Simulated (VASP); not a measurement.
# I (Fm-3m) in VASP: a series of runs, part 2 of 2

VASP 6.6.1. Earlier steps stand in the parts before.

**3. Single point, PBEsol**

INCAR reads:

```
PREC = Accurate ; ENCUT = 520
EDIFF = 1E-6 ; ISMEAR = -1
SIGMA = 0.05 ; LREAL = False
LASPH = True ; NELM = 80
ALGO = Normal ; ISIF = 2
LWAVE = False ; LCHARG = True
GGA = PS ; LELF = True
LVHAR = True ; NBANDS = 10
```

KPOINTS reads:

```
Automatic mesh
0
Gamma
  14 14 14
```

POSCAR reads:

```
I
1.0
    0.0000000000      2.3822896824      2.3822896824
    2.3822896824      0.0000000000      2.3822896824
    2.3822896824      2.3822896824      0.0000000000
I
1
Direct
    0.0000000000      0.0000000000      0.0000000000
```

Potentials or basis: VASP PAW PBE potentials, release 64 (I).

On the command line:

```bash
> cat potpaw_PBE.64/I/POTCAR > POTCAR
> mpirun -np 1 vasp_std > vasp.out
```

OUTCAR:

```text
PREC = Accurate
   ENCUT = 520
   EDIFF = 1E-6
   ISMEAR = -1
   LREAL = False
   LASPH = True
   NELM = 80
   ISIF = 2
   GGA = PS

 ion  position               nearest neighbor table
   1  0.000  0.000  0.000-

  LATTYP: Found a face centered cubic cell.
 ALAT       =     4.7645793648

  Lattice vectors:

 A1 = (   0.0000000000,   2.3822896824,   2.3822896824)
 A2 = (   2.3822896824,   0.0000000000,   2.3822896824)
 A3 = (   2.3822896824,   2.3822896824,   0.0000000000)

Analysis of symmetry for initial positions (statically):
=====================================================================
 Subroutine PRICEL returns:
 Original cell was already a primitive cell.

 Routine SETGRP: Setting up the symmetry group for a
 face centered cubic supercell.

 Subroutine GETGRP returns: Found 48 space group operations
[... 9 lines left out ...]

 Routine SETGRP: Setting up the symmetry group for a
 face centered cubic supercell.

 Subroutine GETGRP returns: Found 48 space group operations
[... 144 lines left out ...]
  ---------------------------------------------------
  free energy    TOTEN  =        -1.28170709 eV

  energy without entropy =       -1.27345833  energy(sigma->0) =       -1.27758271

 E-fermi :   8.0569     XC(G=0): -10.4627

 val. band max:        8.0509875936   @ k =   0.1429   0.0714   0.0000
 cond. band min:       8.0617549073   @ k =   0.5000   0.0714   0.0000
 fundamental gap:      0.0107673138
 Fermi energy:         8.0569389247

 k-point     1 :       0.0000    0.0000    0.0000
  band No.  band energies     occupation
      1      -7.3974      2.00000
      2       9.7056      0.00000
      3       9.7056      0.00000
      4       9.7056      0.00000
      5      16.9380      0.00000
      6      17.5782      0.00000
      7      17.5782      0.00000
      8      17.5782      0.00000
      9      19.1099      0.00000
     10      22.3317      0.00000
[... 287 lines left out ...]
 k-point    24 :       0.2857    0.1429    0.0000
  band No.  band energies     occupation
      1      -6.2310      2.00000
      2       5.3187      2.00000
      3       8.1255      0.40508
      4       8.2188      0.07564
      5      15.0151      0.00000
      6      16.4414      0.00000
      7      18.7599      0.00000
      8      19.5906      0.00000
      9      22.6626      0.00000
     10      22.8851      0.00000

 [... further k-points ...]
[... 5 lines left out ...]
  --------------------------------------------------------------------------------------
  -------------------------------------------------------------------------------------
  Total        1.4132440      1.4132440      1.4132440      0.0000000     -0.0000000      0.0000000
  in kB       83.7363518     83.7363518     83.7363518      0.0000000     -0.0000000      0.0000000
  external PRESSURE =      83.7363518 kB  Pullay stress =       0.0000000 kB

 VOLUME and BASIS-vectors are now :
 -----------------------------------------------------------------------------
  energy-cutoff  :      520.00
  volume of cell :       27.04
      direct lattice vectors                 reciprocal lattice vectors
     0.000000000  2.382289682  2.382289682    -0.209882116  0.209882116  0.209882116
     2.382289682  0.000000000  2.382289682     0.209882116 -0.209882116  0.209882116
     2.382289682  2.382289682  0.000000000     0.209882116  0.209882116 -0.209882116

 POSITION                                       TOTAL-FORCE (eV/Angst)
 -----------------------------------------------------------------------------------
      0.00000      0.00000      0.00000        -0.000000      0.000000     -0.000000
 -----------------------------------------------------------------------------------
    total drift:                                0.000000      0.000000      0.000000

  FREE ENERGIE OF THE ION-ELECTRON SYSTEM (eV)
  ---------------------------------------------------
  free  energy   TOTEN  =        -1.2817070891 eV

  energy  without entropy=       -1.2734583303  energy(sigma->0) =       -1.27758271
```

stdout:

```text
POSCAR found type information on POSCAR I
 POSCAR found :  1 types and       1 ions
 scaLAPACK will be used
 -----------------------------------------------------------------------------
|                                                                             |
|                                                                             |
|     You enforced a specific xc type in the INCAR file but a different       |
|     I HOPE YOU KNOW WHAT YOU ARE DOING!                                     |
|                                                                             |
 -----------------------------------------------------------------------------

 LDA part: xc-table for (Slater+PW92), standard interpolation
 POSCAR, INCAR and KPOINTS ok, starting setup
 FFT: planning ... GRIDC
 FFT: planning ... GRID_SOFT
 FFT: planning ... GRID
 WAVECAR not read
 entering main loop
```

Wall time 10 s (1 thread of Intel Xeon 6975P-C (Granite Rapids), shared host); peak memory 0.17 GiB.

What came out:

```yaml
Free_energy: -1.2817 eV
Pressure: 8.4 GPa
```

Levels at points of the mesh, in eV from the Fermi level:
| k point | band 1 | band 2 | band 3 | band 4 | band 5 | band 6 | band 7 | band 8 | band 9 |
| --- | --- | --- | --- | --- | --- | --- | --- | --- | --- |
| (0.00, 0.00, 0.00) | -15.45 | 1.65 | 1.65 | 1.65 | 8.88 | 9.52 | 9.52 | 9.52 | 11.05 |
| (0.50, 0.00, 0.00) | -12.94 | -6.69 | 0.49 | 0.49 | 6.56 | 8.79 | 8.79 | 10.41 | 17.77 |
| (0.50, 0.50, 0.00) | -11.96 | -6.01 | -1.77 | -1.77 | 3.68 | 4.42 | 18.50 | 18.80 | 18.80 |

Caveat: the PAW data sets were made with another functional, which shifts forces and pressure a little; spin-orbit coupling is left out, which moves the levels of the heavy elements; an odd number of electrons without spin polarisation forces a metal; a magnetic or distorted state may lie lower.

**4. Single point, PBEsol**

This run uses another cell than the first one, of 27.04 Å³/atom, 1.133 times its volume.

INCAR reads:

```
SYSTEM = I
PREC = Accurate
ENCUT = 520
EDIFF = 1E-6
ISMEAR = -1
SIGMA = 0.05
LREAL = .False.
LASPH = .True.
NELM = 100
ALGO = Normal
ISIF = 2
LWAVE = .False.
LCHARG = .False.
GGA = PS
NBANDS = 10
```

KPOINTS reads:

```
Automatic mesh
0
Gamma
  14 14 14
  0 0 0
```

POSCAR is that of step 3.

On the command line:

```bash
> cat potpaw_PBE.64/I/POTCAR > POTCAR
> mpirun -np 1 vasp_std > vasp.out
```

It took 9.4 s on 1 thread of Intel Xeon 6975P-C (Granite Rapids), shared host; peak memory 0.17 GiB.

It converged, with:

* Free energy: -1.2817 eV
* Pressure: 8.4 GPa

Levels at points of the mesh, in eV from the Fermi level:
```csv
k point,band 1,band 2,band 3,band 4,band 5,band 6,band 7,band 8
"(0.00, 0.00, 0.00)",-15.45,1.65,1.65,1.65,8.88,9.52,9.52,9.52
"(0.50, 0.00, 0.00)",-12.94,-6.69,0.49,0.49,6.56,8.79,8.79,10.41
"(0.50, 0.50, 0.00)",-11.96,-6.01,-1.77,-1.77,3.68,4.42,18.50,18.80
```

Caveat: the PAW data sets were made with another functional, which shifts forces and pressure a little; spin-orbit coupling is left out, which moves the levels of the heavy elements; an odd number of electrons without spin polarisation forces a metal; a magnetic or distorted state may lie lower.

**5. Single point, PBEsol (volume scaled by 0.95)**

INCAR reads:

```
  PREC = Accurate
  ENCUT = 520
  EDIFF = 1E-7
  ISMEAR = -1
  SIGMA = 0.05
  LREAL = F
  LASPH = T
  NELM = 100
  ALGO = Normal
  ISIF = 2
  LWAVE = F
  LCHARG = F
  GGA = PS
  NBANDS = 10
```

KPOINTS reads:

```
Automatic mesh
0
Gamma
  14 14 14
```

POSCAR reads:

```
I
1.0
    0.0000000000      2.4722713138      2.4722713138
    2.4722713138      0.0000000000      2.4722713138
    2.4722713138      2.4722713138      0.0000000000
I
1
Direct
    0.0000000000      0.0000000000      0.0000000000
```

On the command line:

```bash
> cat potpaw_PBE.64/I/POTCAR > POTCAR
> mpirun -np 1 vasp_std > vasp.out
```

Run time: 12 s. Hardware: 1 thread of Intel Xeon 6975P-C (Granite Rapids), shared host; peak memory 0.17 GiB.

Results (log left out):

```
Free energy : -1.3784 eV
Pressure    : 2.0 GPa
```

Levels at points of the mesh, in eV from the Fermi level:
```csv
k point,band 1,band 2,band 3,band 4,band 5,band 6,band 7,band 8,band 9
"(0.00, 0.00, 0.00)",-14.49,1.34,1.34,1.34,7.96,9.57,9.57,9.57,11.37
"(0.50, 0.00, 0.00)",-12.49,-5.71,0.39,0.39,6.47,8.92,8.92,10.68,16.65
"(0.50, 0.50, 0.00)",-11.74,-5.13,-1.48,-1.48,4.12,4.92,17.71,17.92,17.95
```

Caveat: the cell differs from its parent crystal (volume scaled by 0.95); the PAW data sets were made with another functional, which shifts forces and pressure a little; spin-orbit coupling is left out, which moves the levels of the heavy elements; an odd number of electrons without spin polarisation forces a metal; a magnetic or distorted state may lie lower.

**6. The runs side by side**

```tsv
cell	gap on the mesh (eV)	pressure (GPa)
a = 3.231 Å, angles 60.0°, 1 atom	none	20.4
a = 3.369 Å, angles 60.0°, 1 atom	none	8.4
a = 3.496 Å, angles 60.0°, 1 atom	none	2.0
```

Alike in all rows: task single point; level PBEsol; potentials or basis VASP PAW PBE potentials, release 64 (I); no spin polarisation; k mesh 14 × 14 × 14; cutoff (eV) 520; smearing fermi-dirac 0.05 eV.

Caveats: the PAW data sets were made with another functional, which shifts forces and pressure a little; spin-orbit coupling is left out, which moves the levels of the heavy elements; an odd number of electrons without spin polarisation forces a metal; a magnetic or distorted state may lie lower.

Total energies depend on the potentials used, so only differences within one code and one set of settings carry meaning.
